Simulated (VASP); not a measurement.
Wanted: the native input for a VASP 6.6.1 run.

```yaml
Task: single point
Functional: PBE
Dispersion: D3(BJ)
Potentials_or_basis: VASP PAW PBE potentials, release 64 (Si, Ge_d)
Cutoff: 520 eV
k_mesh: 2 × 2 × 2
Occupations: gaussian, width 0.05 eV
Spin: no spin polarisation
Dipole_correction: no
Further_INCAR_settings: LREAL = Auto; ALGO = Normal; EDIFF = 1e-07; NBANDS = 53
```

The structure of Si16Ge (a cell with a defect) lies in POSCAR:

```
Si16Ge
1.0
    0.0000000000      5.4300000000      5.4300000000
    5.4300000000      0.0000000000      5.4300000000
    5.4300000000      5.4300000000      0.0000000000
Si Ge
16 1
Direct
   -0.0241925414      0.0735470534     -0.0251698895
    0.1312893186      0.1311627993      0.1299990792
    0.0134772560     -0.0154973297      0.5007267956
    0.1305279926      0.1328014733      0.6061366483
    0.0199568140      0.5047168508      0.0161662063
    0.1018308471      0.6950244015      0.1013111418
    0.0166349908      0.5068666667      0.4597287293
    0.1503559853      0.6128524862      0.6185856354
    0.5017583794     -0.0165546961      0.0130871087
    0.6075172192      0.1312835175      0.1299511050
    0.5012965930     -0.0153883057      0.5006763352
    0.6427374770      0.0722350829      0.6423358195
    0.4592213628      0.5048537753      0.0159907919
    0.6195602210      0.6117961326      0.1491624309
    0.5179246777      0.4469891344      0.5171887661
    0.6182005525      0.6129635359      0.6184845304
    0.8298152855      0.5101799263      0.8302694291
```

The input as run:

INCAR

```
SYSTEM = Si16Ge
  PREC = Accurate
  ENCUT = 520
  EDIFF = 1E-7
  ISMEAR = 0
  SIGMA = 0.05
  LREAL = Auto
  LASPH = .TRUE.
  NELM = 80
  ALGO = Normal
  ISIF = 2
  LWAVE = .FALSE.
  LCHARG = .TRUE.
  GGA = PE
  IVDW = 12
  LELF = .TRUE.
  LVHAR = .TRUE.
  NBANDS = 53
```

KPOINTS

```
regular mesh
0
G
  2 2 2
  0 0 0
```

Potentials or basis: VASP PAW PBE potentials, release 64 (Si, Ge_d).

Launch:

```bash
$ cat potpaw_PBE.64/Si/POTCAR potpaw_PBE.64/Ge_d/POTCAR > POTCAR
$ mpirun -np 1 vasp_std > vasp.out
```

Results of the run:

```
Pressure                   : 2.6 GPa
Largest force              : 0.095 eV/Å
Band gap on the k mesh     : zero (bands 39 and 40 overlap by 0.04 eV)
Dispersion energy per atom : -0.333 eV
```

Caveat: the k points lie up to 0.50 Å⁻¹ apart.

Wall time 2.5 min on 1 thread of Intel(R) Xeon(R) 6975P-C (Granite Rapids), with other jobs on the host, peak memory 0.48 GiB.
